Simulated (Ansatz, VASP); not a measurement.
**One calculation of Zr2S3, two programs**

```xyz
5
Lattice="4.1146 0.0000 0.0000 0.0000 4.1146 0.0000 0.0000 0.0000 6.1576" Properties=species:S:1:pos:R:3 pbc="T T T"
Zr    2.0573    2.0573    4.5497
Zr    2.0573    2.0573    1.6079
S     0.0000    2.0573    3.0788
S     2.0573    0.0000    3.0788
S     0.0000    0.0000    0.0000
```

Alike in both runs: functional PBE; k mesh 10 × 10 × 6; occupations gaussian, width 0.1 eV; no spin polarisation.

Ansatz relaxed the structure, and its values are those at the end. VASP's run is a single point on that final structure, the one shown.

```csv
,VASP,Ansatz
version,VASP 6.6.1,Ansatz 0.2.0
potentials or method,"VASP PAW PBE potentials, release 64 (Zr_sv, S), cutoff 520 eV","scalar-relativistic, plane waves, PAW"
valence electrons in the cell,42,42
```

|  | VASP | Ansatz | Ansatz less VASP |
| --- | --- | --- | --- |
| gap on the k mesh at the Fermi level (eV) | none | none | - |
| pressure (GPa) | 0.0 | 0.0 | +0.03 |

A gap of «none» marks a metal or a gap that the smearing closes.
